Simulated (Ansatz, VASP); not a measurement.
## SnO: VASP beside Ansatz

The input INCAR:

```
  PREC = Accurate
  ENCUT = 520
  EDIFF = 1E-7
  ISMEAR = 0
  SIGMA = 0.15
  LREAL = False
  LASPH = True
  NELM = 60
  ALGO = Normal
  ISIF = 2
  LWAVE = False
  LCHARG = False
  GGA = PS
  IVDW = 12
  NBANDS = 28
```

KPOINTS

```
Automatic mesh
0
Gamma
  12 12 10
```

The input POSCAR:

```
SnO
1.0
    3.8970500000      0.0000000000      0.0000000000
    0.0000000000      3.8970500000      0.0000000000
    0.0000000000      0.0000000000      4.8360000000
Sn O
2 2
Direct
    0.0000000000      0.5000000000      0.2385000000
    0.5000000000      0.0000000000      0.7615000000
    0.0000000000      0.0000000000      0.0000000000
    0.5000000000      0.5000000000      0.0000000000
```

Input for Ansatz:

```yaml
crystal:
  lattice:
    - [3.89705, 0.0, 0.0]
    - [0.0, 3.89705, 0.0]
    - [0.0, 0.0, 4.836]
  atoms:
    - { symbol: Sn, position: [0.0, 0.5, 0.2385] }
    - { symbol: Sn, position: [0.5, 0.0, 0.7615] }
    - { symbol: O, position: [0.0, 0.0, 0.0] }
    - { symbol: O, position: [0.5, 0.5, 0.0] }
basis:
  ecutwfc: 420
kpoints:
  mp_grid: { grid: [12, 12, 10] }
hamiltonian:
  xc: pbesol
  dispersion: d3bj
scf:
  occupations: { method: gaussian, width: 0.15 }
output:
  forces: true
  stress: true
  eigenvalues: true
```

Change from the starting cell: strain +0.025 along x and y, +0.000 along z, atoms carried along.

Alike in both runs: task single point; functional PBEsol; dispersion D3(BJ); k mesh 12 × 12 × 10; occupations gaussian, width 0.15 eV; no spin polarisation.

|  | VASP | Ansatz |
| --- | --- | --- |
| version | VASP 6.6.1 | Ansatz 0.2.0 |
| potentials or method | VASP PAW PBE potentials, release 64 (Sn_d, O), cutoff 520 eV | scalar-relativistic, plane waves, PAW |
| valence electrons in the cell | 40 | 40 |

|  | VASP | Ansatz | Ansatz less VASP |
| --- | --- | --- | --- |
| gap on the k mesh at the Fermi level (eV) | 0.27 | 0.26 | -0.007 |
| least direct gap on the mesh (eV) | 1.93 | 1.94 | +0.011 |
| pressure (GPa) | -6.3 | -6.4 | -0.18 |
| traceless stress, the component that is largest in VASP (GPa) | 1.55 | 1.54 | -0.012 |
| rms of the force components (eV/Å) | 0.156 | 0.186 | +0.0299 |

VASP's potentials were made for PBE, not for PBEsol. Atom by atom the forces differ by 0.030 eV/Å (rms over components).
